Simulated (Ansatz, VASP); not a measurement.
**K2WF: VASP beside Ansatz**

```
CELL_PARAMETERS angstrom
2.93690 0.00000 0.00000
0.00000 2.93690 0.00000
0.00000 0.00000 10.16811
ATOMIC_POSITIONS crystal
K 0.00000 0.50000 0.18925
K 0.50000 0.00000 0.81075
W 0.50000 0.50000 0.50000
F 0.00000 0.00000 0.00000
```

Change from the starting cell: species swapped into the MgGeP2 type (P-4m2, No. 115).

Alike in both runs: functional PBE; k mesh 4 × 4 × 4; occupations gaussian, width 0.1 eV; collinear spin.

Ansatz relaxed the structure, and its values are those at the end. VASP's run is a single point on that final structure, the one shown.

|  | VASP | Ansatz |
| --- | --- | --- |
| version | VASP 6.6.1 | Ansatz 0.2.0 |
| potentials or method | VASP PAW PBE potentials, release 64 (K_sv, W_sv, F), cutoff 520 eV | scalar-relativistic, plane waves, PAW |
| valence electrons in the cell | 39 | 39 |

```tsv
	VASP	Ansatz	Ansatz less VASP
gap on the k mesh at the Fermi level (eV)	none	none	-
pressure (GPa)	0.4	0.2	-0.19
rms of the force components (eV/Å)	0.016	0.001	-0.0153
net moment per atom (μB)	0.03	0.03	0.000
size of the moment on the site where the two differ most (μB)	0.10	0.10	+0.001
```

Site moments also hang on the region over which each program counts them. A gap of «none» marks a metal or a gap that the smearing closes. Ansatz's warnings: cell relax basis refresh, magnetization residual over threshold, no starting moments.

The k mesh is coarse, so the values compare programs but aren't converged. Neither program's run includes spin-orbit coupling.
